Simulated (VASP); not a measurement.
MoS2: single point with PBE+D3(BJ)

MoS2:

```
CELL_PARAMETERS angstrom
3.14605 0.00000 0.00000
-1.57302 2.72456 0.00000
0.00000 0.00000 6.12629
ATOMIC_POSITIONS crystal
Mo 0.00000 0.00000 0.00000
S 0.33333 0.66667 0.23579
S 0.33333 0.66667 0.76421
```

```yaml
Program: VASP 6.6.1
Task: single point
Functional: PBE
Dispersion: D3(BJ)
Potentials_or_basis: VASP PAW PBE potentials, release 64 (Mo_sv, S)
Cutoff: 500 eV
k_mesh: 12 × 12 × 6
Occupations: gaussian, width 0.05 eV
Spin: no spin polarisation
```

```yaml
Pressure: 15.1 GPa
Largest_force: 2.536 eV/Å
Band_gap_on_the_k_mesh: 0.18 eV (least direct gap 1.51 eV)
Dispersion_energy_per_atom: -0.432 eV
```

Forces in eV/Å, atoms in the order of the input:
```
Mo   0.000  0.000  0.000
S    0.000  0.000  2.536
S    0.000  0.000 -2.536
```

Stress tensor (GPa, compression positive):
```
 9.52  0.00  0.00
 0.00  9.52  0.00
 0.00  0.00 26.28
```

Levels at points of the mesh, in eV from the valence-band top:
| k point | band 11 | band 12 | band 13 | band 14 | band 15 | band 16 |
| --- | --- | --- | --- | --- | --- | --- |
| (0.00, 0.00, 0.00) | -3.18 | -1.48 | -1.39 | 1.77 | 1.77 | 2.20 |
| (0.50, 0.00, 0.00) | -2.56 | -2.18 | -2.12 | 1.03 | 1.59 | 3.54 |
| (0.00, 0.00, 0.50) | -3.22 | -3.22 | 0.00 | 1.64 | 1.64 | 2.40 |
| (0.50, 0.00, 0.50) | -3.55 | -2.43 | -1.53 | 1.08 | 1.76 | 2.65 |

Run time: 66 s on 1 thread of Intel Xeon 8259CL, with other jobs on the host, peak memory 0.22 GiB.

Caveat: the cell stands under pressure; forces of over 1 eV/Å act on the atoms, so gaps and moduli don't describe the material at rest. A k mesh can miss the band edges.
